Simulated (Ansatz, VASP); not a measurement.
## Two plane-wave programs on Na

```xyz
1
Lattice="-2.1107 2.1107 2.1107 2.1107 -2.1107 2.1107 2.1107 2.1107 -2.1107" Properties=species:S:1:pos:R:3 pbc="T T T"
Na    0.0000    0.0000    0.0000
```

Alike in both runs: functional r2SCAN; k mesh 14 × 14 × 14; occupations gaussian, width 0.1 eV; no spin polarisation.

Ansatz relaxed the structure, and its values are those at the end. VASP's run is a single point on that final structure, the one shown.

```csv
,VASP,Ansatz
version,VASP 6.6.1,Ansatz 0.2.0
potentials or method,"VASP PAW PBE potentials, release 64 (Na_pv), cutoff 520 eV","scalar-relativistic, plane waves, PAW"
valence electrons in the cell,7,9
```

|  | VASP | Ansatz | Ansatz less VASP |
| --- | --- | --- | --- |
| gap on the k mesh at the Fermi level (eV) | none | none | - |
| pressure (GPa) | 0.1 | 0.0 | -0.09 |

VASP's potentials were made for PBE, not for r2SCAN. A gap of «none» marks a metal or a gap that the smearing closes. VASP's potentials hold 7 valence electrons a cell and Ansatz's 9, so a difference there can come from the potentials and not from the codes.
